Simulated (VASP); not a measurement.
Runs of VASP 6.6.1 on Au. The structure is that of space group Fm-3m (No. 225), or close to it. The cells are those of the table. 

| task | potentials or basis | cell | k mesh | cutoff (eV) | second run | gap on the mesh (eV) | pressure (GPa) |
| --- | --- | --- | --- | --- | --- | --- | --- |
| single point | VASP PAW PBE potentials, release 64 (Au_sv_GW) | a = 2.911 Å, angles 60.0°, 1 atom | 8 × 8 × 8 | 550 | valence_matched | none | (a) |
| single point | VASP PAW PBE potentials, release 64 (Au) | a = 2.911 Å, angles 60.0°, 1 atom | 8 × 8 × 8 | 520 | - | none | 0.0 |
| single point | VASP PAW PBE potentials, release 64 (Au) | a = 2.899 Å, angles 60.0°, 1 atom | 18 × 18 × 18 | 520 | - | none | 1.3 |
| single point | VASP PAW PBE potentials, release 64 (Au_sv_GW) | a = 2.899 Å, angles 60.0°, 1 atom | 18 × 18 × 18 | 550 | valence_matched | none | 0.0 |
| relaxation of cell and atoms | VASP PAW PBE potentials, release 64 (Au) | relaxed from a = 2.911 Å, angles 60.0°, 1 atom | 18 × 18 × 18 | 600 | - | none | 0.0 |

Alike in all rows: level r2SCAN+rVV10; no spin polarisation; smearing gaussian 0.1 eV.

Q: Estimate the missing entries.

A: (a) -1.1.

Caveats: the PAW data sets were made with another functional, which shifts forces and pressure a little; spin-orbit coupling is left out, which moves the levels of the heavy elements.

A k mesh can miss the band edges, and the runs leave out spin-orbit coupling on Au.

A gap of «none» marks levels without a gap at the run's occupations.

The runs don't all hold the same shells in valence.
